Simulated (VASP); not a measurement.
# CoW3: single point with PBE

Crystal: CoW3.

```
CELL_PARAMETERS angstrom
3.80173 0.00000 0.00000
0.00000 3.80173 0.00000
0.00000 0.00000 3.89921
ATOMIC_POSITIONS crystal
Co 0.00000 0.00000 0.00000
W 0.00000 0.50000 0.50000
W 0.50000 0.00000 0.50000
W 0.50000 0.50000 0.00000
```

This cell differs from its parent crystal: strain -0.025 along x and y, +0.000 along z.

```json
{
 "Program": "VASP 6.6.1",
 "Task": "single point",
 "Functional": "PBE",
 "Potentials or basis": "VASP PAW PBE potentials, release 64 (Co, W_sv)",
 "Cutoff": "520 eV",
 "k mesh": "12 × 12 × 12",
 "Occupations": "gaussian, width 0.15 eV",
 "Spin": "no spin polarisation"
}
```

```json
{
 "Pressure": "16.2 GPa",
 "Band gap on the k mesh": "zero (an odd number of electrons rules out a gap without spin polarisation)"
}
```

Stress tensor (GPa, compression positive):
```
16.66  0.00  0.00
 0.00 16.66  0.00
 0.00  0.00 15.43
```

Levels at points of the mesh, in eV from the Fermi level:
```tsv
k point	band 21	band 22	band 23	band 24	band 25	band 26	band 27	band 28	band 29	band 30
(0.00, 0.00, 0.00)	-1.06	-1.06	0.33	0.51	2.92	3.05	3.05	3.12	3.44	3.44
(0.50, 0.00, 0.00)	-2.08	-1.96	-1.05	0.19	0.22	0.23	0.77	1.00	1.81	1.91
(0.50, 0.50, 0.00)	-2.16	-2.16	-2.14	-1.88	-0.99	0.62	0.62	1.12	1.12	1.23
(0.00, 0.00, 0.50)	-2.02	-2.02	-1.16	-0.19	0.33	0.33	0.52	1.10	1.86	2.07
(0.50, 0.00, 0.50)	-2.15	-2.05	-2.05	-1.91	-1.01	0.58	0.58	1.00	1.02	1.11
(0.50, 0.50, 0.50)	-1.35	-0.94	-0.94	-0.66	0.55	0.55	0.58	1.34	2.57	2.57
```

Run time: 12 min on 1 thread of AMD EPYC 7R43 64-Core Processor (Zen 3), on a shared host, peak memory 0.36 GiB.

Caveat: the cell differs from its parent crystal (strain -0.025 along x and y, +0.000 along z); the cell stands under pressure; spin-orbit coupling is left out, which moves the levels of the heavy elements; the run has no spin polarisation, though such a crystal can be magnetic. Spin polarisation is off, so any magnetic state and its effect on volume and gap are missing.
